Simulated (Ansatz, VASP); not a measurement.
## GaN in VASP and in Ansatz

The input INCAR:

```
PREC     = Accurate       # precision mode
ENCUT    = 520            # plane-wave cutoff, eV
EDIFF    = 1E-7           # SCF threshold, eV
ISMEAR   = 0              # smearing method
SIGMA    = 0.05           # smearing width, eV
LREAL    = F              # projectors in reciprocal space
LASPH    = T              # aspherical terms in the spheres
NELM     = 60             # most SCF steps
ALGO     = Normal         # electronic algorithm
ISIF     = 2              # what is computed and relaxed
LWAVE    = F              # write WAVECAR
LCHARG   = T              # write CHGCAR
GGA      = PE             # functional
LELF     = T              # ELF
LVHAR    = T            
NBANDS   = 16             # bands
```

File KPOINTS:

```
Automatic mesh
0
Gamma
  10 10 10
```

File POSCAR:

```
GaN
1.0
    0.0210702307      2.2535006075      2.2535006075
    2.2535006075      0.0210702307      2.2535006075
    2.2745708382      2.2745708382      0.0000000000
Ga N
1 1
Direct
    0.0000000000      0.0000000000      0.0000000000
    0.7500000000      0.7500000000      0.7500000000
```

Input for Ansatz:

```yaml
crystal:
  lattice:
    - [0.0210702307, 2.2535006075, 2.2535006075]
    - [2.2535006075, 0.0210702307, 2.2535006075]
    - [2.2745708382, 2.2745708382, 0.0]
  atoms:
    - { symbol: Ga, position: [0.0, 0.0, 0.0] }
    - { symbol: "N", position: [0.75, 0.75, 0.75] }
basis:
  ecutwfc: 420
kpoints:
  mp_grid: { grid: [10, 10, 10] }
hamiltonian:
  xc: pbe
scf:
  occupations: { method: gaussian, width: 0.05 }
output:
  forces: true
  stress: true
  eigenvalues: true
  write_density: true
  write_potential: true
  elf: true
  volumetric_format: npy
```

Change from the starting cell: strain +0.0187 x Voigt [0, 0, 0, 0, 0, 1], atoms carried along.

Alike in both runs: task single point; functional PBE; k mesh 10 × 10 × 10; occupations gaussian, width 0.05 eV; no spin polarisation.

|  | VASP | Ansatz |
| --- | --- | --- |
| version | VASP 6.6.1 | Ansatz 0.2.0 |
| potentials or method | VASP PAW PBE potentials, release 64 (Ga_d, N), cutoff 520 eV | scalar-relativistic, plane waves, PAW |
| valence electrons in the cell | 18 | 18 |

|  | VASP | Ansatz | Ansatz less VASP |
| --- | --- | --- | --- |
| gap on the k mesh at the Fermi level (eV) | 1.68 | 1.67 | -0.008 |
| least direct gap on the mesh (eV) | 1.68 | 1.67 | -0.008 |
| pressure (GPa) | 5.2 | 5.1 | -0.03 |
| traceless stress, the component that is largest in VASP (GPa) | -3.59 | -3.60 | -0.010 |
| rms of the force components (eV/Å) | 0.092 | 0.094 | +0.0021 |

Atom by atom the forces differ by 0.002 eV/Å (rms over components).
